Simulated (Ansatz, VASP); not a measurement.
## One calculation of RbBr, two programs

```
Rb Br
1.0
     4.12793    0.00000    0.00000
     0.00000    4.12793    0.00000
     0.00000    0.00000    4.12793
Rb Br
1 1
Direct
  0.00000 0.00000 0.00000
  0.50000 0.50000 0.50000
```

Alike in both runs: task single point; functional PBE-based screened hybrid; k mesh 4 × 4 × 4; no spin polarisation.

```csv
,VASP,Ansatz
version,VASP 6.6.1,Ansatz 0.2.0
potentials or method,"VASP PAW PBE potentials, release 64 (Rb_sv, Br)",plane waves
plane-wave cutoff (eV),520,420
occupations,"gaussian, width 0.01 eV",fixed
valence electrons in the cell,16,16
```

VASP gave:

- gap on the k mesh at the Fermi level (eV): 4.68
- pressure (GPa): 0.7

Problem. What did Ansatz give for the same quantities?

Solution. gap on the k mesh at the Fermi level (eV): 4.68; pressure (GPa): 0.6.

VASP's potentials were made for PBE, not for PBE-based screened hybrid. Ansatz's warnings: stress exchange threshold loose, stress scf threshold loose.
